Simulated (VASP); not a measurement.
A run of VASP 6.6.1 is set up as follows.

INCAR

```
ALGO = Normal
EDIFF = 1E-7
EDIFFG = -0.01
ENCUT = 600
GGA = RP
IBRION = 2
ISIF = 3
ISMEAR = -1
LASPH = T
LCHARG = F
LREAL = F
LWAVE = F
NELM = 100
NSW = 60
PREC = Accurate
SIGMA = 0.05
```

Contents of KPOINTS:

```
k-points
0
Gamma
  9 9 9
```

File POSCAR:

```
Pb
1.0
   -1.9796595667      1.9796595667      1.9796595667
    1.9796595667     -1.9796595667      1.9796595667
    1.9796595667      1.9796595667     -1.9796595667
Pb
1
Direct
    0.0000000000      0.0000000000      0.0000000000
```

Potentials or basis: VASP PAW PBE potentials, release 64 (Pb_d).

The run is started by

```console
$ cat potpaw_PBE.64/Pb_d/POTCAR > POTCAR
$ mpirun -np 1 vasp_std > vasp.out
```

**Question.** Estimate the space group after relaxing (to 0.1 Å).

**Answer.** Im-3m (No. 229).

**Question.** Predict the band gap on the k mesh.

**Answer.** Zero (bands 7 and 8 overlap by 8.79 eV).

Step by step:
```tsv
step	energy change (eV)	largest force (eV/Å)	pressure (GPa)	volume (Å³)
1	0.0000	0.0000	2.35	31.03
2	-0.0134	0.0000	-0.10	33.12
3	-0.0134	0.0000	0.00	33.01
```

Caveat: the PAW data sets were made with another functional, which shifts forces and pressure a little; spin-orbit coupling is left out, which moves the levels of the heavy elements.
